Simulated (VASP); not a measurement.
# HC6 in VASP: notebook

Runs on HC6. Level: LDA. Tasks: single point.

Program: VASP 6.6.1. These are calculated values, not measurements. Logs are shortened: lines on timing, memory, paths and dates and some standing lists are left out, and cuts for length are marked.

### Step 1. The cell of the first run

The cell holds a wire or tube with vacuum around it, 14 atoms: a = 4.889 Å, b = 8.869 Å, c = 22.747 Å, α = 90.00°, β = 90.00°, γ = 97.92°.

### Step 2. Single point, LDA

INCAR reads:

```
SYSTEM = HC6
PREC = Accurate ; ENCUT = 520
EDIFF = 1E-6 ; ISMEAR = 0
SIGMA = 0.1 ; LREAL = .FALSE.
LASPH = .TRUE. ; NELM = 80
ALGO = Normal ; ISIF = 2
LWAVE = .FALSE. ; LCHARG = .FALSE.
LDIPOL = .TRUE. ; IDIPOL = 3
DIPOL = 0.5 0.5 0.305 ; NBANDS = 38
```

KPOINTS reads:

```
Automatic mesh
0
G
  6 3 1
  0 0 0
```

POSCAR reads:

```
HC6
1.0
    4.8889075235      0.0000000000      0.0000000000
   -1.2222268809      8.7842777898      0.0000000000
    0.0000000000      0.0000000000     22.7472999250
C H
12 2
Direct
    0.0193593843      0.0774375370      0.1758450459
    0.5193593842      0.0774375370      0.1758450459
    0.2741992303      0.0967969212      0.2059521363
    0.7741992303      0.0967969212      0.2059521363
    0.2838789224      0.1355156897      0.2661663168
    0.7838789224      0.1355156897      0.2661663168
    0.0386178296      0.1544718076      0.2954947895
    0.5386178296      0.1544718076      0.2954947895
    0.0488209147      0.1952857701      0.3583563417
    0.5488209147      0.1952857701      0.3583563417
    0.3031079910      0.2124325380      0.3845423393
    0.8031079910      0.2124325380      0.3845423393
    0.0488209147      0.1530031838      0.4465277179
    0.0488209147      0.2375683564      0.4465277179
```

Potentials or basis: VASP PAW LDA potentials, release 64 (C, H).

Started as:

```console
> cat potpaw_LDA.64/C/POTCAR potpaw_LDA.64/H/POTCAR > POTCAR
> mpirun -np 1 vasp_std > vasp.out
```

OUTCAR:

```text
SYSTEM = HC6
   PREC = Accurate
   ENCUT = 520
   EDIFF = 1E-6
   ISMEAR = 0
   LREAL = .FALSE.
   LASPH = .TRUE.
   NELM = 80
   ISIF = 2

 ion  position               nearest neighbor table
   1  0.019  0.077  0.176-   3 1.41   4 1.41
   2  0.519  0.077  0.176-   3 1.41   4 1.41
   3  0.274  0.097  0.206-   5 1.41   1 1.41   2 1.41
   4  0.774  0.097  0.206-   6 1.41   2 1.41   1 1.41
   5  0.284  0.136  0.266-   8 1.40   7 1.40   3 1.41
   6  0.784  0.136  0.266-   7 1.40   8 1.40   4 1.41
   7  0.039  0.154  0.295-   6 1.40   5 1.40   9 1.47
   8  0.539  0.154  0.295-   5 1.40   6 1.40  10 1.47
   9  0.049  0.195  0.358-  12 1.37  11 1.37   7 1.47
  10  0.549  0.195  0.358-  11 1.37  12 1.37   8 1.47
  11  0.303  0.212  0.385-  10 1.37   9 1.37
  12  0.803  0.212  0.385-   9 1.37  10 1.37
  13  0.049  0.153  0.447-  14 0.75
  14  0.049  0.238  0.447-  13 0.75

  LATTYP: Found a simple monoclinic cell.
 ALAT       =     4.8889075235
 B/A-ratio  =     4.6528390680
 C/A-ratio  =     1.8140861245
 COS(beta)  =    -0.1378104361

  Lattice vectors:

 A1 = (   4.8889075235,   0.0000000000,   0.0000000000)
 A2 = (   0.0000000000,   0.0000000000, -22.7472999250)
 A3 = (  -1.2222268809,   8.7842777898,   0.0000000000)

Analysis of symmetry for initial positions (statically):
=====================================================================
 Subroutine PRICEL returns:
 Original cell was already a primitive cell.

 Routine SETGRP: Setting up the symmetry group for a
 simple monoclinic supercell.

 Subroutine GETGRP returns: Found  1 space group operations
 (whereof  1 operations were pure point group operations)
 out of a pool of  4 trial point group operations.

The static configuration has the point symmetry C_1 .

Analysis of symmetry for dynamics (positions and initial velocities):
=====================================================================
 Subroutine PRICEL returns:
 Original cell was already a primitive cell.

 Routine SETGRP: Setting up the symmetry group for a
 simple monoclinic supercell.

 Subroutine GETGRP returns: Found  1 space group operations
 (whereof  1 operations were pure point group operations)
 out of a pool of  4 trial point group operations.

The dynamic configuration has the point symmetry C_1 .

 Subroutine INISYM returns: Found  1 space group operations
 (whereof  1 operations are pure point group operations),
 and found     1 'primitive' translations

----------------------------------------------------------------------------------------

                                     Primitive cell

  volume of cell :     976.8947

  direct lattice vectors                    reciprocal lattice vectors
     4.888907524  0.000000000  0.000000000     0.204544675  0.028459938  0.000000000
    -1.222226881  8.784277790  0.000000000     0.000000000  0.113839751  0.000000000
     0.000000000  0.000000000 22.747299925     0.000000000  0.000000000  0.043961261

  length of vectors
     4.888907524  8.868899302 22.747299925     0.206515113  0.113839751  0.043961261

  position of ions in fractional coordinates (direct lattice)
     0.019359384  0.077437537  0.175845046
     0.519359384  0.077437537  0.175845046
     0.274199230  0.096796921  0.205952136
     0.774199230  0.096796921  0.205952136
     0.283878922  0.135515690  0.266166317
     0.783878922  0.135515690  0.266166317
     0.038617830  0.154471808  0.295494789
     0.538617830  0.154471808  0.295494789
     0.048820915  0.195285770  0.358356342
     0.548820915  0.195285770  0.358356342
     0.303107991  0.212432538  0.384542339
     0.803107991  0.212432538  0.384542339
     0.048820915  0.153003184  0.446527718
     0.048820915  0.237568356  0.446527718

  ion indices of the primitive-cell ions
   primitive index   ion index
                 1           1
                 2           2
                 3           3
                 4           4
                 5           5
                 6           6
                 7           7
                 8           8
                 9           9
                10          10
                11          11
                12          12
                13          13
                14          14

----------------------------------------------------------------------------------------

 KPOINTS: Automatic mesh

Automatic generation of k-mesh.
 Grid dimensions read from file:
 generate k-points for:    6    3    1

 Generating k-lattice:

  Cartesian coordinates                     Fractional coordinates (reciprocal lattice)
     0.034090779  0.004743323  0.000000000     0.166666667  0.000000000  0.000000000
     0.000000000  0.037946584  0.000000000     0.000000000  0.333333333  0.000000000
     0.000000000  0.000000000  0.043961261     0.000000000  0.000000000  1.000000000

  Length of vectors
     0.034419186  0.037946584  0.043961261

  Shift w.r.t. Gamma in fractional coordinates (k-lattice)
     0.000000000  0.000000000  0.000000000

 Subroutine IBZKPT returns following result:
 ===========================================

 Found     10 irreducible k-points:

 Following reciprocal coordinates:
            Coordinates               Weight
  0.000000  0.000000  0.000000      1.000000
  0.166667 -0.000000  0.000000      2.000000
  0.333333 -0.000000  0.000000      2.000000
  0.500000  0.000000  0.000000      1.000000
  0.000000  0.333333  0.000000      2.000000
  0.166667  0.333333  0.000000      2.000000
  0.333333  0.333333  0.000000      2.000000
  0.500000  0.333333  0.000000      2.000000
 -0.333333  0.333333  0.000000      2.000000
 -0.166667  0.333333  0.000000      2.000000
   k-points           NKPTS =     10   k-points in BZ     NKDIM =     10   number of bands    NBANDS=     38
   number of dos      NEDOS =    301   number of ions     NIONS =     14
   total plane-waves  NPLWV = 453600
   dimension x,y,z NGX =    36 NGY =   70 NGZ =  180
   dimension x,y,z NGXF=    72 NGYF=  140 NGZF=  360
   ions per type =              12   2
   NGX,Y,Z   is equivalent  to a cutoff of  12.24, 13.12, 13.16 a.u.
   NGXF,Y,Z  is equivalent  to a cutoff of  24.48, 26.24, 26.31 a.u.
 SYSTEM =  HC6
   PREC   = accura    normal or accurate (medium, high low for compatibility)
   ISTART =      0    job   : 0-new  1-cont  2-samecut
   ICHARG =      2    charge: 1-file 2-atom 10-const
   ISPIN  =      1    spin polarized calculation?
   LNONCOLLINEAR =      F non collinear calculations
   LSORBIT =      F    spin-orbit coupling
   LASPH  =      T    aspherical Exc in radial PAW
   ENCUT  =  520.0 eV  38.22 Ry    6.18 a.u.   9.09 16.49 42.29*2*pi/ulx,y,z
   NELM   =     80;   NELMIN=  2; NELMDL= -5     # of ELM steps
   EDIFF  = 0.1E-05   stopping-criterion for ELM
   LREAL  =      F    real-space projection
[... 7 lines left out ...]
   TEBEG  =    0.0;   TEEND  =   0.0 temperature during run
   PSTRESS=    0.0 pullay stress
   NELECT =      50.0000    total number of electrons
   NUPDOWN=      -1.0000    fix difference up-down
   EMIN   =  10.00;   EMAX   =-10.00  energy-range for DOS
   EFERMI =   0.00;   METHOD = LEGACY
   ISMEAR =     0;   SIGMA  =   0.10  broadening in eV -4-tet -1-fermi 0-gaus
   EFERMI_NEDOS =   21; number of points for ismear=-14 and -15
   IALGO  =     38    algorithm
   IMIX   =      4    mixing-type and parameters
     AMIX     =   0.40;   BMIX     =  1.00
     AMIX_MAG =   1.60;   BMIX_MAG =  1.00
  volume/ion in A,a.u.               =      69.78       470.89
  Fermi-wavevector in a.u.,A,eV,Ry     =   0.607830  1.148632  5.026775  0.369458
  Thomas-Fermi vector in A             =   1.662436
   LORBIT       =      0    0 simple, 1 ext, 2 COOP (PROOUT), +10 PAW based schemes
   GGA     = CA    functional components
   LHFCALC =     F    Hartree Fock is set to
   AEXX    =    0.0000 exact exchange contribution
   IVDW    =     0    specifies the selected vdW correction
   LEPSILON=     F    determine dielectric tensor
   LRPA    =     F    only Hartree local field effects (RPA)
 non-spin polarized calculation
 Gauss-broadening in eV      SIGMA  =   0.10
  energy-cutoff  :      520.00
  volume of cell :      976.89
 maximum number of plane-waves:     26370
   NGX = 19   NGY = 33   NGZ = 85

 dipolmoment           0.000000      0.000000      0.337937 electrons x Angstroem

 number of electron      49.9999997 magnetization

 dipolmoment           0.000000      0.000000     -0.358245 electrons x Angstroem

 Free energy of the ion-electron system (eV)
  ---------------------------------------------------
  ext. energy  EPLUGINS =         0.00000000
  ---------------------------------------------------
  free energy    TOTEN  =      -114.04151020 eV

  energy without entropy =     -113.95841723  energy(sigma->0) =     -113.99996371

 E-fermi :  -4.3906     XC(G=0):  -1.8997

 val. band max:       -4.4020562641   @ k =   0.5000   0.3333   0.0000
 cond. band min:      -4.3669325823   @ k =   0.5000   0.0000   0.0000
 fundamental gap:      0.0351236817
 Fermi energy:        -4.3906028392

 k-point     1 :       0.0000    0.0000    0.0000
  band No.  band energies     occupation
      1     -23.2037      2.00000
      2     -21.5771      2.00000
      3     -19.1489      2.00000
      4     -18.9808      2.00000
      5     -18.9447      2.00000
      6     -17.4360      2.00000
[... 29 lines left out ...]
     36       1.4568      0.00000
     37       1.8827      0.00000
[... 328 lines left out ...]
      6     -17.3625      2.00000
[... 29 lines left out ...]
     36       1.4515      0.00000
     37       1.6700      0.00000
 [bands above 37 left out]

------------------------ aborting loop because EDIFF is reached ----------------------------------------

 vacuum level on the upper side and lower side of the slab       (xc-potential included)        -0.771         0.707

  FORCE on cell =-STRESS in cart. coord.  units (eV):
  Direction    XX          YY          ZZ          XY          YZ          ZX
  --------------------------------------------------------------------------------------
  -------------------------------------------------------------------------------------
  Total        0.7719450      1.1323554      2.7448229     -0.4528972      0.4101937     -0.0477783
  in kB        1.2660453      1.8571441      4.5017065     -0.7427839      0.6727470     -0.0783599
  external PRESSURE =       2.5416320 kB  Pullay stress =       0.0000000 kB

 VOLUME and BASIS-vectors are now :
 -----------------------------------------------------------------------------
  energy-cutoff  :      520.00
  volume of cell :      976.89
      direct lattice vectors                 reciprocal lattice vectors
     4.888907524  0.000000000  0.000000000     0.204544675  0.028459938  0.000000000
    -1.222226881  8.784277790  0.000000000     0.000000000  0.113839751  0.000000000
     0.000000000  0.000000000 22.747299925     0.000000000  0.000000000  0.043961261

 POSITION                                       TOTAL-FORCE (eV/Angst)
 -----------------------------------------------------------------------------------
      0.00000      0.68023      4.00000        -0.002277      0.361077      1.722262
      2.44445      0.68023      4.00000         0.002780      0.494572      1.617631
      1.22223      0.85029      4.68486         0.051750     -0.793716     -3.029642
      3.66668      0.85029      4.68486        -0.052704     -0.799297     -3.032758
      1.22223      1.19041      6.05457         0.125800      0.247235      1.082466
      3.66668      1.19041      6.05457        -0.124508      0.258316      1.089854
     -0.00000      1.35692      6.72171         0.003340      0.586299      0.760785
      2.44445      1.35692      6.72171        -0.002830      0.173819      0.353499
     -0.00000      1.71544      8.15164        -0.007543     -0.075717     -1.723215
      2.44445      1.71544      8.15164         0.017031     -0.191978     -0.586209
      1.22223      1.86607      8.74730        -0.449737     -0.483672      0.560725
      3.66668      1.86607      8.74730         0.466192     -0.308242      0.598753
      0.05168      1.34402     10.15730         0.599469     -1.614004      0.320418
     -0.05168      2.08687     10.15730        -0.626763      2.145308      0.265429
 -----------------------------------------------------------------------------------
    total drift:                                0.000570      0.000238     -0.000057

  FREE ENERGIE OF THE ION-ELECTRON SYSTEM (eV)
  ---------------------------------------------------
  free  energy   TOTEN  =      -114.0415101954 eV

  energy  without entropy=     -113.9584172321  energy(sigma->0) =     -113.99996371

 vacuum level on the upper side and lower side of the slab         0.428         1.939
```

Run time: 19 min. Hardware: 1 thread of Oxide Virtual Turin-like, shared host; peak memory 0.75 GiB.

Results:

| Item | Value |
| --- | --- |
| Free energy | -114.0415 eV |
| Largest force | 3.137 eV/Å |
| Band gap on the k mesh | 0.04 eV |

Forces in eV/Å, atoms in the order of the input:
```
C   -0.002  0.361  1.722
C    0.003  0.495  1.618
C    0.052 -0.794 -3.030
C   -0.053 -0.799 -3.033
C    0.126  0.247  1.082
C   -0.125  0.258  1.090
C    0.003  0.586  0.761
C   -0.003  0.174  0.353
C   -0.008 -0.076 -1.723
C    0.017 -0.192 -0.586
C   -0.450 -0.484  0.561
C    0.466 -0.308  0.599
H    0.599 -1.614  0.320
H   -0.627  2.145  0.265
```

### Step 3. Single point, LDA

INCAR reads:

```
SYSTEM = HC6
  PREC = Accurate
  ENCUT = 520
  EDIFF = 1E-6
  ISMEAR = 0
  SIGMA = 0.1
  LREAL = .FALSE.
  LASPH = .TRUE.
  NELM = 100
  ALGO = Normal
  ISIF = 2
  LWAVE = .FALSE.
  LCHARG = .TRUE.
  LDIPOL = .TRUE.
  IDIPOL = 3
  DIPOL = 0.5 0.5 0.315
  GGA = CA
  LELF = .TRUE.
  LVHAR = .TRUE.
  LVACPOTAV = .TRUE.
  NBANDS = 38
```

KPOINTS reads:

```
regular mesh
0
G
  6 3 1
  0 0 0
```

Edit POSCAR of step 2 so:

```diff
@@ -20,3 +20,3 @@
     0.8031079910      0.2124325380      0.3845423393
-    0.0488209147      0.1530031838      0.4465277179
-    0.0488209147      0.2375683564      0.4465277179
+    0.0488209147      0.1586408620      0.5164261237
+    0.0488209147      0.2319306782      0.5164261237
```

Potentials or basis: VASP PAW LDA potentials, release 64 (C, H).

Started as:

```console
> cat potpaw_LDA.64/C/POTCAR potpaw_LDA.64/H/POTCAR > POTCAR
> mpirun -np 1 vasp_std > vasp.out
```

Wall time 26 min (1 thread of Oxide Virtual Turin-like, shared host); peak memory 0.75 GiB.

The run converged. Its results:

```yaml
Free_energy: -113.5174 eV
Largest_force: 5.596 eV/Å
Band_gap_on_the_k_mesh: 0.09 eV
```

Forces on the atoms (eV/Å):
```
C    0.000  0.412  1.683
C    0.000  0.411  1.673
C    0.005 -0.814 -3.276
C   -0.004 -0.814 -3.275
C    0.020  0.377  1.497
C   -0.021  0.377  1.497
C    0.000  0.013  0.043
C    0.000  0.002  0.007
C    0.000  0.033  0.133
C    0.000 -0.025 -0.112
C    0.093  0.011  0.099
C   -0.093  0.015  0.102
H    0.777 -5.540 -0.025
H   -0.777  5.542 -0.048
```

Levels at points of the mesh, in eV from the valence-band top:
```csv
k point,band 23,band 24,band 25,band 26,band 27,band 28
"(0.00, 0.00, 0.00)",-0.37,-0.31,-0.18,0.49,0.63,0.90
"(0.50, 0.00, 0.00)",-1.70,-0.02,0.00,0.09,0.10,3.00
```

### Step 4. Single point, LDA

INCAR reads:

```
ALGO     = Normal         # electronic algorithm
DIPOL    = 0.5 0.5 0.307
EDIFF    = 1E-6           # SCF threshold, eV
ENCUT    = 520            # plane-wave cutoff, eV
IDIPOL   = 3            
ISIF     = 2              # what is computed and relaxed
ISMEAR   = 0              # smearing method
LASPH    = True           # aspherical terms in the spheres
LCHARG   = True           # write CHGCAR
LDIPOL   = True         
LELF     = True           # ELF
LREAL    = False          # projectors in reciprocal space
LVACPOTAV= True         
LVHAR    = True         
LWAVE    = False          # write WAVECAR
NBANDS   = 38             # bands
NELM     = 60             # most SCF steps
PREC     = Accurate       # precision mode
SIGMA    = 0.1            # smearing width, eV
```

KPOINTS reads:

```
k-points
0
Gamma
  6 3 1
```

Edit POSCAR of step 3 so:

```diff
@@ -20,3 +20,3 @@
     0.8031079910      0.2124325380      0.3845423393
-    0.0488209147      0.1586408620      0.5164261237
-    0.0488209147      0.2319306782      0.5164261237
+    0.0488209147      0.1530031838      0.4605953216
+    0.0488209147      0.2375683564      0.4605953216
```

Started as:

```console
> cat potpaw_LDA.64/C/POTCAR potpaw_LDA.64/H/POTCAR > POTCAR
> mpirun -np 1 vasp_std > vasp.out
```

It took 20 min on 1 thread of Oxide Virtual Turin-like, shared host; peak memory 0.76 GiB.

Results (log left out):

- Free energy: -114.0693 eV
- Largest force: 3.161 eV/Å
- Band gap on the k mesh: 0.06 eV

Forces in eV/Å, atoms in the order of the input:
```
C   -0.002  0.365  1.619
C    0.002  0.440  1.530
C    0.062 -0.792 -3.060
C   -0.062 -0.793 -3.059
C    0.160  0.304  1.268
C   -0.160  0.309  1.273
C    0.003  0.332  0.474
C   -0.002  0.068  0.111
C   -0.002  0.103 -0.027
C    0.004 -0.166 -0.788
C    0.250 -0.249  0.415
C   -0.238 -0.154  0.455
H    0.344 -1.163 -0.039
H   -0.359  1.396 -0.172
```

Levels at points of the mesh, in eV from the valence-band top:
```
           k point  band 22  band 23  band 24  band 25  band 26  band 27  band 28  band 29
(0.00, 0.00, 0.00)    -2.27    -1.07    -0.21    -0.15     0.11     0.81     0.86     2.16
(0.50, 0.00, 0.00)    -1.88    -1.84    -0.65     0.00     0.06     0.37     2.79     2.84
```

### Step 5. Single point, LDA

INCAR reads:

```
  PREC = Accurate
  ENCUT = 520
  EDIFF = 1E-6
  ISMEAR = 0
  SIGMA = 0.1
  LREAL = False
  LASPH = True
  NELM = 60
  ALGO = Normal
  ISIF = 2
  LWAVE = False
  LCHARG = False
  LDIPOL = True
  IDIPOL = 3
  DIPOL = 0.5 0.5 0.305
  GGA = CA
  NBANDS = 38
```

KPOINTS reads:

```
regular mesh
0
Gamma
  6 3 1
```

Edit POSCAR of step 4 so:

```diff
@@ -20,3 +20,3 @@
     0.8031079910      0.2124325380      0.3845423393
-    0.0488209147      0.1530031838      0.4605953216
-    0.0488209147      0.2375683564      0.4605953216
+    0.0488209147      0.1287047909      0.4465277179
+    0.0488209147      0.2618667493      0.4465277179
```

Started as:

```console
> cat potpaw_LDA.64/C/POTCAR potpaw_LDA.64/H/POTCAR > POTCAR
> mpirun -np 1 vasp_std > vasp.out
```

Wall time 22 min (1 thread of Oxide Virtual Turin-like, shared host); peak memory 0.75 GiB.

It converged, with:

```
Free energy            : -113.3643 eV
Largest force          : 3.250 eV/Å
Band gap on the k mesh : 0.03 eV
```

Forces in eV/Å, atoms in the order of the input:
```
C   -0.007  0.370  1.789
C    0.010  0.526  1.688
C    0.043 -0.801 -3.062
C   -0.048 -0.824 -3.076
C    0.116  0.217  1.006
C   -0.112  0.256  1.032
C    0.009  0.626  0.824
C   -0.007  0.220  0.491
C   -0.039 -0.343 -2.255
C    0.062 -0.262 -0.797
C   -0.765 -0.600  1.465
C    0.843  0.038  1.576
H    0.349  3.221 -0.249
H   -0.455 -2.644 -0.432
```

Levels at points of the mesh, in eV from the valence-band top:
```
           k point  band 23  band 24  band 25  band 26  band 27  band 28
(0.00, 0.00, 0.00)    -1.40    -0.20    -0.06     0.05     0.81     1.14
(0.50, 0.00, 0.00)    -1.84    -0.96     0.00     0.03     1.02     2.52
```

[end of part 1 of 2]
